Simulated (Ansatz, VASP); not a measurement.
CdS in VASP and in Ansatz

```xyz
2
Lattice="0.0000 2.8782 2.8782 2.8782 0.0000 2.8782 2.8782 2.8782 0.0000" Properties=species:S:1:pos:R:3 pbc="T T T"
Cd    0.0000    0.0000    0.0000
S     1.4391    1.4391    1.4391
```

Alike in both runs: task single point; functional LDA; k mesh 8 × 8 × 8; occupations gaussian, width 0.02 eV; no spin polarisation.

```csv
,VASP,Ansatz
version,VASP 6.6.1,Ansatz 0.2.0
potentials or method,"VASP PAW LDA potentials, release 64 (Cd, S), cutoff 500 eV","scalar-relativistic, plane waves, PAW"
valence electrons in the cell,18,26
```

Ansatz gave:

```
gap on the k mesh at the Fermi level (eV) : 0.95
least direct gap on the mesh (eV)         : 0.95
pressure (GPa)                            : 0.0
```

Question: What did VASP give for the same quantities?

Answer: gap on the k mesh at the Fermi level (eV): 0.98; least direct gap on the mesh (eV): 0.98; pressure (GPa): 0.6.

Ansatz warns that its potentials were made for another functional, while VASP's fit it. LDA's correlation is that of Perdew and Zunger in VASP and of Perdew and Wang (1992) in Ansatz. VASP's potentials hold 18 valence electrons a cell and Ansatz's 26, so a difference there can come from the potentials and not from the codes.
